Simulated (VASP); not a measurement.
A run of VASP 6.6.1:

INCAR

```
SYSTEM = SnSe
ALGO     = Normal         ! electronic algorithm
EDIFF    = 1E-8           ! SCF threshold, eV
ENCUT    = 400            ! plane-wave cutoff, eV
GGA      = PE             ! functional
GGA_COMPAT= .FALSE.      
ISIF     = 2              ! what is computed and relaxed
ISMEAR   = -1             ! smearing method
LASPH    = .TRUE.         ! aspherical terms in the spheres
LCHARG   = .FALSE.        ! write CHGCAR
LEFG     = .TRUE.       
LREAL    = .FALSE.        ! projectors in reciprocal space
LWAVE    = .FALSE.        ! write WAVECAR
NBANDS   = 17             ! bands
NELM     = 120            ! most SCF steps
PREC     = Accurate       ! precision mode
SIGMA    = 0.02           ! smearing width, eV
```

The input KPOINTS:

```
k-points
0
G
  13 13 13
  0 0 0
```

File POSCAR:

```
SnSe
1.0
    0.0000000000      3.0100000000      3.0100000000
    3.0100000000      0.0000000000      3.0100000000
    3.0100000000      3.0100000000      0.0000000000
Sn Se
1 1
Direct
    0.0000000000      0.0000000000      0.0000000000
    0.5000000000      0.5000000000      0.5000000000
```

Potentials or basis: VASP PAW PBE potentials, release 64 (Sn_d, Se).

Run with:

```sh
$ cat potpaw_PBE.64/Sn_d/POTCAR potpaw_PBE.64/Se/POTCAR > POTCAR
$ mpirun -np 1 vasp_std > vasp.out
```

Hardware: 1 thread of Intel Xeon 8259CL (shared host).

Q: How long does it take, and how much memory?

A: Wall time 98 s on 1 thread of Intel Xeon 8259CL (shared host), peak memory 0.19 GiB. Counts: scf iterations 16, k points 84.
